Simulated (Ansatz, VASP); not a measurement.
Zr2NbN3: VASP beside Ansatz

```
Zr Nb N
1.0
     5.50077    0.00000    0.00000
    -2.75038    4.76380    0.00000
     0.00000    0.00000    3.01058
Zr Nb N
2 1 3
Direct
  0.66667 0.33333 0.00000
  0.33333 0.66667 0.00000
  0.00000 0.00000 0.00000
  0.00000 0.50000 0.50000
  0.50000 0.00000 0.50000
  0.50000 0.50000 0.50000
```

Change from the starting cell: species swapped into the NdB2Ru3 type (P6/mmm, No. 191).

Alike in both runs: task single point; functional PBE; k mesh 6 × 6 × 6; occupations gaussian, width 0.1 eV; collinear spin.

|  | VASP | Ansatz |
| --- | --- | --- |
| version | VASP 6.6.1 | Ansatz 0.2.0 |
| potentials or method | VASP PAW PBE potentials, release 64 (Zr_sv, Nb_sv, N), cutoff 520 eV | scalar-relativistic, plane waves, PAW |
| valence electrons in the cell | 52 | 52 |

Ansatz gave:

- gap on the k mesh at the Fermi level (eV): none
- pressure (GPa): 7.5
- traceless stress, the component that is largest in VASP (GPa): -10.00
- net moment per atom (μB): 0.31
- size of the moment on the site where the two differ most (μB): 1.32

Estimate VASP's values.

gap on the k mesh at the Fermi level (eV): none; pressure (GPa): 7.7; traceless stress, the component that is largest in VASP (GPa): -9.93; net moment per atom (μB): 0.31; size of the moment on the site where the two differ most (μB): 1.24.

Site moments also hang on the region over which each program counts them. A gap of «none» marks a metal or a gap that the smearing closes. Ansatz's warnings: no starting moments.
